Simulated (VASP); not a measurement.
Set up this calculation in VASP 6.6.1, as the native input.

| Item | Value |
| --- | --- |
| Task | single point |
| Functional | LDA |
| Potentials or basis | VASP PAW LDA potentials, release 64 (Ca_sv, Mg) |
| Cutoff | 520 eV |
| k mesh | 12 × 12 × 12 |
| Occupations | gaussian, width 0.15 eV |
| Spin | no spin polarisation |
| Dipole correction | no |
| Further INCAR settings | ALGO = Normal; EDIFF = 1e-06; NBANDS = 13 |

The structure of CaMg lies in POSCAR:

```
CaMg
1.0
    3.7938385159      0.0000000000      0.0000000000
    0.0000000000      3.7938385159      0.0000000000
    0.0000000000      0.0000000000      3.7938385159
Ca Mg
1 1
Direct
    0.0085505821      0.0000000000      0.0000000000
    0.4859004225      0.5000000000      0.5000000000
```

This cell differs from its parent crystal: atoms displaced along a vibrational mode, the cell strained.

These files were run (other wordings do the same):

INCAR

```
PREC     = Accurate       # precision mode
ENCUT    = 520            # plane-wave cutoff, eV
EDIFF    = 1E-6           # SCF threshold, eV
ISMEAR   = 0              # smearing method
SIGMA    = 0.15           # smearing width, eV
LREAL    = False          # projectors in reciprocal space
LASPH    = True           # aspherical terms in the spheres
NELM     = 80             # most SCF steps
ALGO     = Normal         # electronic algorithm
ISIF     = 2              # what is computed and relaxed
LWAVE    = False          # write WAVECAR
LCHARG   = True           # write CHGCAR
GGA      = CA             # functional
LELF     = True           # ELF
LVHAR    = True         
NBANDS   = 13             # bands
```

KPOINTS

```
regular mesh
0
Gamma
  12 12 12
```

Potentials or basis: VASP PAW LDA potentials, release 64 (Ca_sv, Mg).

Run with:

```sh
$ cat potpaw_LDA.64/Ca_sv/POTCAR potpaw_LDA.64/Mg/POTCAR > POTCAR
$ mpirun -np 1 vasp_std > vasp.out
```

It gave:

```json
{"Pressure": "1.6 GPa", "Largest force": "0.249 eV/Å", "Band gap on the k mesh": "zero (bands 6 and 7 overlap by 1.34 eV)"}
```

Caveat: the cell differs from its parent crystal (atoms displaced along a vibrational mode, the cell strained).

Wall time 32 s on 1 thread of Intel(R) Xeon(R) 6975P-C (Granite Rapids), on a shared host, peak memory 0.26 GiB.
